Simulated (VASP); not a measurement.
Wanted: the native input for a VASP 6.6.1 run.

* Task: single point
* Functional: PBE
* Dispersion: D4
* Potentials or basis: VASP PAW PBE potentials, release 64 (Sn_d)
* Cutoff: 520 eV
* k mesh: 10 × 10 × 10
* Occupations: fermi-dirac, width 0.05 eV
* Spin: no spin polarisation
* Dipole correction: no
* Further INCAR settings: ALGO = Fast; EDIFF = 1e-06; NBANDS = 13

The structure of Sn lies in POSCAR:

```
Sn
1.0
   -1.9961187950      1.9961187950      1.6624514899
    1.9961187950     -1.9961187950      1.6624514899
    1.9961187950      1.9961187950     -1.6624514899
Sn
1
Direct
    0.0000000000      0.0000000000      0.0000000000
```

One way to write it, as run:

INCAR

```
SYSTEM = Sn
PREC = Accurate ; ENCUT = 520
EDIFF = 1E-6 ; ISMEAR = -1
SIGMA = 0.05 ; LREAL = .False.
LASPH = .True. ; NELM = 80
ALGO = Fast ; ISIF = 2
LWAVE = .False. ; LCHARG = .True.
GGA = PE ; IVDW = 13
LELF = .True. ; LVHAR = .True.
NBANDS = 13
```

KPOINTS

```
Automatic mesh
0
Gamma
  10 10 10
  0 0 0
```

Potentials or basis: VASP PAW PBE potentials, release 64 (Sn_d).

The run is started by

```console
$ cat potpaw_PBE.64/Sn_d/POTCAR > POTCAR
$ mpirun -np 1 vasp_std > vasp.out
```

Results of the run:

- Pressure: 0.0 GPa
- Band gap on the k mesh: zero (band 7 reaches 15.51 eV, above the bottom of band 8 at 6.21 eV)
- Dispersion energy per atom: -0.432 eV

Caveat: spin-orbit coupling is left out, which moves the levels of the heavy elements; pairwise dispersion overbinds metals, which lowers pressure and volume.

It took 17 s on 1 thread of Intel(R) Xeon(R) Platinum 8259CL CPU @ 2.50GHz (Skylake/Cascade Lake), on a shared host, peak memory 0.15 GiB.
